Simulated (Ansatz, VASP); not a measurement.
In3Cu: VASP beside Ansatz

```
In Cu
1.0
     4.29366    0.07716    0.07716
     0.07716    4.29366    0.07716
     0.07716    0.07716    4.29366
In Cu
3 1
Direct
  0.00000 0.50000 0.50000
  0.50000 0.00000 0.50000
  0.50000 0.50000 0.00000
  0.00000 0.00000 0.00000
```

Alike in both runs: task single point; functional LDA; k mesh 10 × 10 × 10; occupations gaussian, width 0.15 eV; no spin polarisation.

|  | VASP | Ansatz |
| --- | --- | --- |
| version | VASP 6.6.1 | Ansatz 0.2.0 |
| potentials or method | VASP PAW LDA potentials, release 64 (In_d, Cu), cutoff 520 eV | scalar-relativistic, plane waves, PAW |
| valence electrons in the cell | 50 | 58 |

|  | VASP | Ansatz | Ansatz less VASP |
| --- | --- | --- | --- |
| gap on the k mesh at the Fermi level (eV) | none | none | - |
| pressure (GPa) | 1.9 | 1.8 | -0.13 |
| traceless stress, the component that is largest in VASP (GPa) | -0.35 | -0.36 | -0.004 |

LDA's correlation is that of Perdew and Zunger in VASP and of Perdew and Wang (1992) in Ansatz. A gap of «none» marks a metal or a gap that the smearing closes. VASP's potentials hold 50 valence electrons a cell and Ansatz's 58, so a difference there can come from the potentials and not from the codes.
